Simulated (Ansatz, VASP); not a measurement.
# GdHS: VASP beside Ansatz

```xyz
6
Lattice="3.7452 0.0000 0.0000 0.0000 3.7452 0.0000 0.0000 0.0000 6.7018" Properties=species:S:1:pos:R:3 pbc="T T T"
S     0.9363    0.9363    4.3226
S     2.8089    2.8089    2.3791
H     2.8089    0.9363    0.0000
H     0.9363    2.8089    0.0000
Gd    0.9363    0.9363    1.5381
Gd    2.8089    2.8089    5.1637
```

Alike in both runs: task single point; functional PBE; k mesh 6 × 6 × 4; occupations gaussian, width 0.0196 eV; collinear spin.

```csv
,VASP,Ansatz
version,VASP 6.6.1,Ansatz 0.2.0
potentials or method,"VASP PAW PBE potentials, release 64 (S, H, Gd), cutoff 520 eV",PAW plane waves
valence electrons in the cell,50,50
```

```tsv
	VASP	Ansatz	Ansatz less VASP
pressure (GPa)	3.1	3.2	+0.12
traceless stress, the component that is largest in VASP (GPa)	-1.49	-1.50	-0.008
rms of the force components (eV/Å)	0.314	0.313	-0.0010
net moment per atom (μB)	2.34	2.34	0.000
size of the moment on the site where the two differ most (μB)	6.78	6.84	+0.051
```

Site moments also hang on the region over which each program counts them. Atom by atom the forces differ by 0.002 eV/Å (rms over components). Ansatz's warnings: stability check not made.

Spin-orbit coupling is off throughout.
